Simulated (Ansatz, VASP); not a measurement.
**One calculation of Br, two programs**

File INCAR:

```
SYSTEM = Br
ALGO = Normal
EDIFF = 1E-6
ENCUT = 520
GGA = CA
ISIF = 2
ISMEAR = -1
LASPH = .True.
LCHARG = .False.
LREAL = .False.
LWAVE = .False.
NBANDS = 14
NELM = 100
PREC = Accurate
SIGMA = 0.08
```

The input KPOINTS:

```
k-points
0
Gamma
  11 11 11
  0 0 0
```

POSCAR

```
Br
1.0
    0.0000000000      2.4785801722      2.4785801722
    2.4785801722      0.0000000000      2.4785801722
    2.4785801722      2.4785801722      0.0000000000
Br
2
Direct
   -0.1250000000     -0.1250000000     -0.1250000000
    0.1250000000      0.1250000000      0.1250000000
```

Input for Ansatz:

```yaml
crystal:
  lattice:
    - [0.0, 2.4785801722, 2.4785801722]
    - [2.4785801722, 0.0, 2.4785801722]
    - [2.4785801722, 2.4785801722, 0.0]
  atoms:
    - { symbol: Br, position: [-0.125, -0.125, -0.125] }
    - { symbol: Br, position: [0.125, 0.125, 0.125] }
kpoints:
  mp_grid: { grid: [11, 11, 11] }
  band_path:
    path:
      - [0.0, 0.0, 0.0]
      - [0.5, 0.0, 0.5]
      - [0.625, 0.25, 0.625]
      - [0.375, 0.375, 0.75]
      - [0.0, 0.0, 0.0]
      - [0.5, 0.5, 0.5]
      - [0.5, 0.25, 0.75]
      - [0.5, 0.0, 0.5]
    npoints: 8
scf:
  occupations: { method: fermi_dirac, width: 0.08 }
hamiltonian:
  xc: lda
  pseudopotentials: { kind: all_electron, lapw: { basis_error: 0.001 } }
output:
  forces: true
  stress: true
  eigenvalues: true
  populations: true
  dos: { projected: true, de: 0.2, e_range: [-14, 8] }
```

Change from the starting cell: volume scaled by 0.4, LAPW.

Alike in both runs: task single point; functional LDA; k mesh 11 × 11 × 11; occupations fermi-dirac, width 0.08 eV; no spin polarisation.

```csv
,VASP,Ansatz
version,VASP 6.6.1,Ansatz 0.2.0
potentials or method,"VASP PAW LDA potentials, release 64 (Br), cutoff 520 eV","all-electron LAPW, scalar-relativistic"
```

```csv
,VASP,Ansatz,Ansatz less VASP
pressure (GPa),138.0,137.0,-1.06
```

LDA's correlation is that of Perdew and Zunger in VASP and of Perdew and Wang (1992) in Ansatz. Both programs put the cell under a high pressure, so it lies far from rest at this level. Ansatz ran all-electron here, and VASP with PAW potentials.

Noted on VASP's run: the cell as given lies far from equilibrium.
